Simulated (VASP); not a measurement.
# Ga (Cmce) in VASP: single point with LDA

Aim: the single point of Ga with LDA.

Program: VASP 6.6.1. These are calculated values, not measurements. Logs are shortened: lines on timing, memory, paths and dates and some standing lists are left out, and cuts for length are marked.

## Step 1: The cell of the first run

It takes space group Cmce (No. 64, orthorhombic). The conventional cell has a = 4.417 Å, b = 7.492 Å, c = 4.439 Å, α = 90.00°, β = 90.00°, γ = 90.00°. Within 3.2 Å of Ga (site symmetry m) lie 7 Ga at 2.45 to 2.72 Å.

## Step 2: Single point, LDA

INCAR

```
SYSTEM = Ga
ALGO = Fast
EDIFF = 1E-6
ENCUT = 520
GGA = CA
ISIF = 2
ISMEAR = 0
LASPH = .TRUE.
LCHARG = .FALSE.
LREAL = .FALSE.
LWAVE = .FALSE.
NBANDS = 34
NELM = 60
PREC = Accurate
SIGMA = 0.1
```

KPOINTS

```
k-points
0
G
  12 12 10
  0 0 0
```

POSCAR

```
Ga
1.0
    2.2084523423     -3.7460953639      0.0000000000
    2.2084523423      3.7460953639      0.0000000000
    0.0000000000      0.0000000000      4.4387787143
Ga
4
Direct
    0.6560033667      0.3439966333      0.4156269758
    0.8439966333      0.1560033667      0.9156269758
    0.3439966333      0.6560033667      0.5843730242
    0.1560033667      0.8439966333      0.0843730242
```

Potentials or basis: VASP PAW LDA potentials, release 64 (Ga_d).

The run is started by

```bash
$ cat potpaw_LDA.64/Ga_d/POTCAR > POTCAR
$ mpirun -np 1 vasp_std > vasp.out
```

OUTCAR:

```text
SYSTEM = Ga
   EDIFF = 1E-6
   ENCUT = 520
   GGA = CA
   ISIF = 2
   ISMEAR = 0
   LASPH = .TRUE.
   LREAL = .FALSE.
   NELM = 60
   PREC = Accurate

 ion  position               nearest neighbor table
   1  0.656  0.344  0.416-   3 2.45   2 2.63   2 2.63   4 2.65   4 2.65   3 2.72   3 2.72
   2  0.844  0.156  0.916-   4 2.45   1 2.63   1 2.63   3 2.65   3 2.65   4 2.72   4 2.72
   3  0.344  0.656  0.584-   1 2.45   4 2.63   4 2.63   2 2.65   2 2.65   1 2.72   1 2.72
   4  0.156  0.844  0.084-   2 2.45   3 2.63   3 2.63   1 2.65   1 2.65   2 2.72   2 2.72

  LATTYP: Found a base centered orthorhombic cell.
 ALAT       =     4.4169046846
 B/A-ratio  =     1.6962536579
 C/A-ratio  =     1.0049523436

  Lattice vectors:

 A1 = (   2.2084523423,  -3.7460953639,   0.0000000000)
 A2 = (   2.2084523423,   3.7460953639,   0.0000000000)
 A3 = (   0.0000000000,   0.0000000000,   4.4387787143)

Analysis of symmetry for initial positions (statically):
=====================================================================
 Subroutine PRICEL returns:
 Original cell was already a primitive cell.

 Routine SETGRP: Setting up the symmetry group for a
 base centered orthorhombic supercell.

 Subroutine GETGRP returns: Found  8 space group operations
 (whereof  4 operations were pure point group operations)
 out of a pool of  8 trial point group operations.

The static configuration has the point symmetry C_2h.
 The point group associated with its full space group is D_2h.

Analysis of symmetry for dynamics (positions and initial velocities):
=====================================================================
 Subroutine PRICEL returns:
 Original cell was already a primitive cell.

 Routine SETGRP: Setting up the symmetry group for a
 base centered orthorhombic supercell.

 Subroutine GETGRP returns: Found  8 space group operations
 (whereof  4 operations were pure point group operations)
 out of a pool of  8 trial point group operations.

The dynamic configuration has the point symmetry C_2h.
 The point group associated with its full space group is D_2h.

 Subroutine INISYM returns: Found  8 space group operations
 (whereof  4 operations are pure point group operations),
 and found     1 'primitive' translations

----------------------------------------------------------------------------------------

                                     Primitive cell

  volume of cell :      73.4447

  direct lattice vectors                    reciprocal lattice vectors
     2.208452342 -3.746095364  0.000000000     0.226402893 -0.133472310  0.000000000
     2.208452342  3.746095364  0.000000000     0.226402893  0.133472310  0.000000000
     0.000000000  0.000000000  4.438778714     0.000000000  0.000000000  0.225287194

  length of vectors
     4.348619577  4.348619577  4.438778714     0.262817670  0.262817670  0.225287194

  position of ions in fractional coordinates (direct lattice)
     0.656003367  0.343996633  0.415626976
     0.843996633  0.156003367  0.915626976
     0.343996633  0.656003367  0.584373024
     0.156003367  0.843996633  0.084373024

  ion indices of the primitive-cell ions
   primitive index   ion index
                 1           1
                 2           2
                 3           3
                 4           4

----------------------------------------------------------------------------------------

 KPOINTS: k-points

Automatic generation of k-mesh.
 Grid dimensions read from file:
 generate k-points for:   12   12   10

 Generating k-lattice:

  Cartesian coordinates                     Fractional coordinates (reciprocal lattice)
     0.018866908 -0.011122692  0.000000000     0.083333333  0.000000000  0.000000000
     0.018866908  0.011122692  0.000000000     0.000000000  0.083333333  0.000000000
     0.000000000  0.000000000  0.022528719     0.000000000  0.000000000  0.100000000

  Length of vectors
     0.021901472  0.021901472  0.022528719

  Shift w.r.t. Gamma in fractional coordinates (k-lattice)
     0.000000000  0.000000000  0.000000000

 Subroutine IBZKPT returns following result:
 ===========================================

 Found    258 irreducible k-points:

 Following reciprocal coordinates:
            Coordinates               Weight
  0.000000  0.000000  0.000000      1.000000
  0.083333  0.000000  0.000000      4.000000
  0.166667  0.000000  0.000000      4.000000
  0.250000  0.000000  0.000000      4.000000
  0.333333  0.000000  0.000000      4.000000
  0.416667 -0.000000  0.000000      4.000000
[... 16 lines left out ...]
  0.500000  0.166667  0.000000      4.000000
 -0.416667  0.166667  0.000000      4.000000
 [... further k-points ...]
   k-points           NKPTS =    258   k-points in BZ     NKDIM =    258   number of bands    NBANDS=     34
   number of dos      NEDOS =    301   number of ions     NIONS =      4
   total plane-waves  NPLWV =  36864
   dimension x,y,z NGX =    32 NGY =   32 NGZ =   36
   dimension x,y,z NGXF=    64 NGYF=   64 NGZF=   72
   ions per type =               4
   NGX,Y,Z   is equivalent  to a cutoff of  12.23, 12.23, 13.48 a.u.
   NGXF,Y,Z  is equivalent  to a cutoff of  24.47, 24.47, 26.97 a.u.
 SYSTEM =  Ga
   PREC   = accura    normal or accurate (medium, high low for compatibility)
   ISTART =      0    job   : 0-new  1-cont  2-samecut
   ICHARG =      2    charge: 1-file 2-atom 10-const
   ISPIN  =      1    spin polarized calculation?
   LNONCOLLINEAR =      F non collinear calculations
   LSORBIT =      F    spin-orbit coupling
   LASPH  =      T    aspherical Exc in radial PAW
   ENCUT  =  520.0 eV  38.22 Ry    6.18 a.u.   8.09  8.09  8.25*2*pi/ulx,y,z
   NELM   =     60;   NELMIN=  2; NELMDL= -5     # of ELM steps
   EDIFF  = 0.1E-05   stopping-criterion for ELM
   LREAL  =      F    real-space projection
   EDIFFG = 0.1E-04   stopping-criterion for IOM
   NSW    =      0    number of steps for IOM
   IBRION =     -1    ionic relax: 0-MD 1-quasi-New 2-CG
   NFREE  =      0    steps in history (QN), initial steepest desc. (CG)
   ISIF   =      2    stress and relaxation
   ISYM   =      2    0-nonsym 1-usesym 2-fastsym
   POTIM  = 0.5000    time-step for ionic-motion
   TEBEG  =    0.0;   TEEND  =   0.0 temperature during run
   PSTRESS=    0.0 pullay stress
   NELECT =      52.0000    total number of electrons
   NUPDOWN=      -1.0000    fix difference up-down
   EMIN   =  10.00;   EMAX   =-10.00  energy-range for DOS
   EFERMI =   0.00;   METHOD = LEGACY
   ISMEAR =     0;   SIGMA  =   0.10  broadening in eV -4-tet -1-fermi 0-gaus
   EFERMI_NEDOS =   21; number of points for ismear=-14 and -15
   IALGO  =     68    algorithm
   IMIX   =      4    mixing-type and parameters
     AMIX     =   0.40;   BMIX     =  1.00
     AMIX_MAG =   1.60;   BMIX_MAG =  1.00
  volume/ion in A,a.u.               =      18.36       123.91
  Fermi-wavevector in a.u.,A,eV,Ry     =   1.459114  2.757325 28.966981  2.129013
  Thomas-Fermi vector in A             =   2.575719
   LORBIT       =      0    0 simple, 1 ext, 2 COOP (PROOUT), +10 PAW based schemes
   GGA     = CA    functional components
   LHFCALC =     F    Hartree Fock is set to
   AEXX    =    0.0000 exact exchange contribution
   IVDW    =     0    specifies the selected vdW correction
   LEPSILON=     F    determine dielectric tensor
   LRPA    =     F    only Hartree local field effects (RPA)
 non-spin polarized calculation
 RMM-DIIS sequential band-by-band and
 Gauss-broadening in eV      SIGMA  =   0.10
  energy-cutoff  :      520.00
  volume of cell :       73.44
 maximum number of plane-waves:      2004
   NGX = 17   NGY = 17   NGZ = 17

 number of electron      52.0000012 magnetization

 Free energy of the ion-electron system (eV)
  ---------------------------------------------------
  ext. energy  EPLUGINS =         0.00000000
  ---------------------------------------------------
  free energy    TOTEN  =       -14.43500266 eV

  energy without entropy =      -14.43155527  energy(sigma->0) =      -14.43327896

 E-fermi :   5.3162     XC(G=0): -11.2988

 val. band max:        5.3129204423   @ k =   0.0000   0.0000   0.5000
 cond. band min:       5.3316811272   @ k =   0.5000   0.5000   0.1000
 fundamental gap:      0.0187606850
 Fermi energy:         5.3162234859

 k-point     1 :       0.0000    0.0000    0.0000
  band No.  band energies     occupation
      1      -9.9842      2.00000
      2      -9.9730      2.00000
      3      -9.9335      2.00000
      4      -9.9163      2.00000
      5      -9.8956      2.00000
      6      -9.8695      2.00000
[... 26 lines left out ...]
     33      12.5231      0.00000
     34      13.1973      0.00000

 k-point     2 :       0.0833    0.0000    0.0000
  band No.  band energies     occupation
      1      -9.9861      2.00000
      2      -9.9695      2.00000
      3      -9.9359      2.00000
      4      -9.9197      2.00000
      5      -9.8891      2.00000
      6      -9.8676      2.00000
[... 26 lines left out ...]
     33      12.6904      0.00000
     34      13.0090      0.00000

 k-point     3 :       0.1667    0.0000    0.0000
  band No.  band energies     occupation
      1      -9.9888      2.00000
      2      -9.9596      2.00000
      3      -9.9436      2.00000
      4      -9.9276      2.00000
      5      -9.8775      2.00000
      6      -9.8575      2.00000
[... 26 lines left out ...]
     33      12.0798      0.00000
     34      12.9728      0.00000

 k-point     4 :       0.2500    0.0000    0.0000
  band No.  band energies     occupation
      1      -9.9884      2.00000
      2      -9.9530      2.00000
      3      -9.9481      2.00000
      4      -9.9333      2.00000
      5      -9.8754      2.00000
      6      -9.8422      2.00000
[... 26 lines left out ...]
     33      11.6842      0.00000
     34      12.8825      0.00000

 k-point     5 :       0.3333    0.0000    0.0000
  band No.  band energies     occupation
      1      -9.9854      2.00000
      2      -9.9554      2.00000
      3      -9.9526      2.00000
      4      -9.9211      2.00000
      5      -9.8797      2.00000
      6      -9.8767      2.00000
[... 621 lines left out ...]
 k-point    22 :       0.4167    0.1667    0.0000
  band No.  band energies     occupation
      1     -10.0106      2.00000
      2      -9.9812      2.00000
      3      -9.9394      2.00000
      4      -9.9138      2.00000
      5      -9.9009      2.00000
      6      -9.8375      2.00000
[... 26 lines left out ...]
     33      12.7316      0.00000
     34      14.3252      0.00000

 k-point    23 :       0.5000    0.1667    0.0000
  band No.  band energies     occupation
      1     -10.0059      2.00000
      2      -9.9934      2.00000
      3      -9.9332      2.00000
      4      -9.9055      2.00000
      5      -9.8957      2.00000
      6      -9.8419      2.00000
[... 26 lines left out ...]
     33      12.8270      0.00000
     34      14.4991      0.00000

 k-point    24 :      -0.4167    0.1667    0.0000
  band No.  band energies     occupation
      1      -9.9986      2.00000
      2      -9.9970      2.00000
      3      -9.9231      2.00000
      4      -9.9149      2.00000
      5      -9.9008      2.00000
      6      -9.8467      2.00000
[... 26 lines left out ...]
     33      12.9312      0.00000
     34      13.9175      0.00000

 [... further k-points ...]
[... 5 lines left out ...]
  --------------------------------------------------------------------------------------
  -------------------------------------------------------------------------------------
  Total        0.0841753      0.1116456      0.0889793      0.0000000     -0.0000000      0.0000000
  in kB        1.8362626      2.4355200      1.9410617      0.0000000     -0.0000000      0.0000000
  external PRESSURE =       2.0709481 kB  Pullay stress =       0.0000000 kB

 VOLUME and BASIS-vectors are now :
 -----------------------------------------------------------------------------
  energy-cutoff  :      520.00
  volume of cell :       73.44
      direct lattice vectors                 reciprocal lattice vectors
     2.208452342 -3.746095364  0.000000000     0.226402893 -0.133472310  0.000000000
     2.208452342  3.746095364  0.000000000     0.226402893  0.133472310  0.000000000
     0.000000000  0.000000000  4.438778714     0.000000000  0.000000000  0.225287194

 POSITION                                       TOTAL-FORCE (eV/Angst)
 -----------------------------------------------------------------------------------
      2.20845     -1.16881      1.84488         0.000000      0.000135     -0.001542
      2.20845     -2.57729      4.06427         0.000000     -0.000135     -0.001542
      2.20845      1.16881      2.59390         0.000000     -0.000135      0.001542
      2.20845      2.57729      0.37451         0.000000      0.000135      0.001542
 -----------------------------------------------------------------------------------
    total drift:                                0.000000      0.000000      0.000000

  FREE ENERGIE OF THE ION-ELECTRON SYSTEM (eV)
  ---------------------------------------------------
  free  energy   TOTEN  =       -14.4350026583 eV

  energy  without entropy=      -14.4315552691  energy(sigma->0) =      -14.43327896
```

It took 8 min on 1 thread of Intel Xeon Platinum 8259CL at 2.50GHz (Skylake/Cascade Lake), shared host; peak memory 0.5 GiB.

Results:

* Free energy: -14.4350 eV
* Pressure: 0.2 GPa
* Band gap on the k mesh: zero (band 26 reaches 5.82 eV, above the bottom of band 27 at 4.41 eV)

Levels at points of the mesh, in eV from the Fermi level:
```csv
k point,band 23,band 24,band 25,band 26,band 27,band 28,band 29,band 30
"(0.00, 0.00, 0.00)",-3.87,-1.80,-1.60,-0.74,0.97,1.12,1.12,5.40
"(0.50, 0.00, 0.00)",-3.46,-3.46,-1.44,-1.44,0.81,0.81,4.40,4.40
"(0.50, 0.50, 0.00)",-4.09,-3.44,-1.71,-1.60,1.15,1.23,3.60,3.97
"(0.00, 0.00, 0.50)",0.00,0.00,0.08,0.08,0.14,0.14,2.18,2.18
"(0.50, 0.00, 0.50)",-6.48,-6.48,-1.58,-1.58,0.61,0.61,7.57,7.57
"(0.50, 0.50, 0.50)",-5.49,-5.49,-1.33,-1.33,-0.91,-0.91,7.01,7.01
```
